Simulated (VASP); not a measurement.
Wanted: the native input for a VASP 6.6.1 run.

| Item | Value |
| --- | --- |
| Task | single point |
| Functional | PBE |
| Potentials or basis | VASP PAW PBE potentials, release 64 (Hg_sv_GW) |
| Cutoff | 550 eV |
| k mesh | 14 × 14 × 14 |
| Occupations | gaussian, width 0.1 eV |
| Spin | no spin polarisation |
| Dipole correction | no |
| Further INCAR settings | ALGO = Normal; EDIFF = 1e-06; NBANDS = 16 |

The structure of Hg lies in POSCAR:

```
Hg
1.0
    1.6796055420      0.9571790991      2.1768967777
   -1.6796055420      0.9571790991      2.1768967777
    0.0000000000     -1.9813781980      2.2068612646
Hg
1
Direct
    0.0000000000      0.0000000000      0.0000000000
```

This cell differs from its parent crystal: strained.

One way to write it, as run:

INCAR

```
SYSTEM = Hg
  ALGO = Normal
  EDIFF = 1E-6
  ENCUT = 550
  GGA = PE
  GGA_COMPAT = .FALSE.
  ISIF = 2
  ISMEAR = 0
  LASPH = .TRUE.
  LCHARG = .FALSE.
  LREAL = .FALSE.
  LWAVE = .FALSE.
  NBANDS = 16
  NELM = 120
  PREC = Accurate
  SIGMA = 0.1
```

KPOINTS

```
k-points
0
G
  14 14 14
  0 0 0
```

Potentials or basis: VASP PAW PBE potentials, release 64 (Hg_sv_GW).

Run with:

```sh
$ cat potpaw_PBE.64/Hg_sv_GW/POTCAR > POTCAR
$ mpirun -np 1 vasp_std > vasp.out
```

Results of the run:

```
Pressure               : 11.1 GPa
Band gap on the k mesh : zero (bands 10 and 11 overlap by 3.82 eV)
```

Caveat: the cell differs from its parent crystal (strained); the cell stands under pressure; spin-orbit coupling is left out, which moves the levels of the heavy elements.

Wall time 2.5 min on 1 thread of AMD EPYC 7R13 Processor (Zen 3), on a shared host, peak memory 0.4 GiB.
